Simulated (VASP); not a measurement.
A run of VASP 6.6.1 is set up as follows.

INCAR

```
PREC = Accurate
ENCUT = 600
EDIFF = 1E-6
ISMEAR = 0
SIGMA = 0.1
LREAL = False
LASPH = True
NELM = 60
ALGO = Fast
ISIF = 3
LWAVE = False
LCHARG = False
GGA = PE
IBRION = 2
NSW = 100
EDIFFG = -0.01
```

Contents of KPOINTS:

```
regular mesh
0
Gamma
  12 12 6
```

Contents of POSCAR:

```
Ge4MoW
1.0
    3.3360836042      0.0000000000      0.0000000000
    0.0000000000      3.3360836042      0.0000000000
    0.0000000000      0.0000000000      8.3149284841
Ge Mo W
4 1 1
Direct
    0.0000000000      0.0000000000      0.6629753915
    0.5000000000      0.5000000000      0.1612865823
    0.0000000000      0.0000000000      0.3370246085
    0.5000000000      0.5000000000      0.8387134177
    0.0000000000      0.0000000000      0.0000000000
    0.5000000000      0.5000000000      0.5000000000
```

Potentials or basis: VASP PAW PBE potentials, release 64 (Ge_d, Mo_sv, W_sv).

Run with:

```sh
$ cat potpaw_PBE.64/Ge_d/POTCAR potpaw_PBE.64/Mo_sv/POTCAR potpaw_PBE.64/W_sv/POTCAR > POTCAR
$ mpirun -np 1 vasp_std > vasp.out
```

(1) What does it give for the space group after relaxing (to 0.1 Å)?

(2) Estimate the relaxed cell.

(3) Predict the relaxed volume.

Answers

(1) P4/mmm (No. 123).

(2) a = 3.342 Å, b = 3.342 Å, c = 8.293 Å, α = 90.00°, β = 90.00°, γ = 90.00°.

(3) 15.43 Å³/atom.
